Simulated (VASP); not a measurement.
A run of VASP 6.6.1 is set up as follows.

INCAR

```
SYSTEM = SrCaSO
PREC = Accurate ; ENCUT = 600
EDIFF = 1E-6 ; ISMEAR = 0
SIGMA = 0.02 ; LREAL = .FALSE.
LASPH = .TRUE. ; NELM = 100
ALGO = Normal ; ISIF = 3
LWAVE = .FALSE. ; LCHARG = .FALSE.
GGA = PE ; IBRION = 2
NSW = 100 ; EDIFFG = -0.005
```

KPOINTS

```
regular mesh
0
G
  8 8 6
  0 0 0
```

File POSCAR:

```
SrCaSO
1.0
    3.9337923742      0.0000000000      0.0000000000
    0.0000000000      3.9337923742      0.0000000000
    0.0000000000      0.0000000000      5.5612134258
Sr Ca S O
1 1 1 1
Direct
    0.0000000000      0.0000000000      0.0000000000
    0.5000000000      0.5000000000      0.5000000000
    0.5000000000      0.5000000000      0.0000000000
    0.0000000000      0.0000000000      0.5000000000
```

Potentials or basis: VASP PAW PBE potentials, release 64 (Sr_sv, Ca_sv, S, O).

Launch:

```sh
$ cat potpaw_PBE.64/Sr_sv/POTCAR potpaw_PBE.64/Ca_sv/POTCAR potpaw_PBE.64/S/POTCAR potpaw_PBE.64/O/POTCAR > POTCAR
$ mpirun -np 1 vasp_std > vasp.out
```

What does it give for the space group after relaxing (to 0.05 Å)?

P4/mmm (No. 123).

Estimate the relaxed volume.

21.72 Å³/atom.

What does it give for the band gap on the k mesh?

2.19 eV, direct.

Estimate the relaxed cell.

a = 4.019 Å, b = 4.019 Å, c = 5.377 Å, α = 90.00°, β = 90.00°, γ = 90.00°.

Step by step:
| step | energy change (eV) | largest force (eV/Å) | pressure (GPa) | volume (Å³) |
| --- | --- | --- | --- | --- |
| 1 | 0.0000 | 0.0000 | 0.55 | 86.06 |
| 2 | -0.0518 | 0.0000 | -0.17 | 86.94 |
| 3 | -0.0576 | 0.0000 | -0.33 | 87.32 |
| 4 | -0.0576 | 0.0000 | -0.34 | 87.34 |
| 5 | -0.0580 | 0.0000 | 0.11 | 86.73 |
| 6 | -0.0581 | 0.0000 | -0.02 | 86.91 |
| 7 | -0.0581 | 0.0000 | -0.01 | 86.87 |

A k mesh can miss the band edges.
